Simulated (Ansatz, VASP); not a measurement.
**One calculation of Ti, two programs**

The input INCAR:

```
PREC = Accurate
ENCUT = 520
EDIFF = 1E-6
ISMEAR = -1
SIGMA = 0.08
LREAL = False
LASPH = True
NELM = 80
ALGO = Normal
ISIF = 2
LWAVE = False
LCHARG = False
GGA = PS
NBANDS = 19
```

File KPOINTS:

```
Automatic mesh
0
Gamma
  13 13 7
```

The input POSCAR:

```
Ti
1.0
    3.0384977962      0.0000000000      0.0000000000
   -1.5192488981      2.6314162808      0.0000000000
    0.0000000000      0.0000000000      4.6860000000
Ti
2
Direct
    0.3333333333      0.6666666667      0.2500000000
    0.6666666667      0.3333333333      0.7500000000
```

Input for Ansatz:

```yaml
crystal:
  lattice:
    - [3.0384977962, 0.0, 0.0]
    - [-1.5192488981, 2.6314162808, 0.0]
    - [0.0, 0.0, 4.686]
  atoms:
    - { symbol: Ti, position: [0.3333333333, 0.6666666667, 0.25] }
    - { symbol: Ti, position: [0.6666666667, 0.3333333333, 0.75] }
kpoints:
  mp_grid: { grid: [13, 13, 7] }
  band_path:
    path:
      - [0.0, 0.0, 0.0]
      - [0.5, 0.0, 0.0]
      - [0.3333333333, 0.3333333333, 0.0]
      - [0.0, 0.0, 0.0]
      - [0.0, 0.0, 0.5]
      - [0.5, 0.0, 0.5]
      - [0.3333333333, 0.3333333333, 0.5]
      - [0.0, 0.0, 0.5]
      - [0.5, 0.0, 0.5]
    npoints: 5
scf:
  occupations: { method: fermi_dirac, width: 0.08 }
hamiltonian:
  xc: pbesol
  pseudopotentials: { kind: all_electron, lapw: { basis_error: 0.0005 } }
output:
  forces: true
  stress: true
  eigenvalues: true
```

Change from the starting cell: equal xx and yy strain of +3 %.

Alike in both runs: task single point; functional PBEsol; k mesh 13 × 13 × 7; occupations fermi-dirac, width 0.08 eV; no spin polarisation.

|  | VASP | Ansatz |
| --- | --- | --- |
| version | VASP 6.6.1 | Ansatz 0.2.0 |
| potentials or method | VASP PAW PBE potentials, release 64 (Ti_sv), cutoff 520 eV | all-electron LAPW, scalar-relativistic |

Ansatz gave:

| Quantity | Value |
| --- | --- |
| pressure (GPa) | -10.9 |
| traceless stress, the component that is largest in VASP (GPa) | 1.43 |

Problem. Estimate VASP's values.

Solution. Pressure (GPa): -11.0; traceless stress, the component that is largest in VASP (GPa): 1.41.

VASP's potentials were made for PBE, not for PBEsol. Ansatz ran all-electron here, and VASP with PAW potentials.
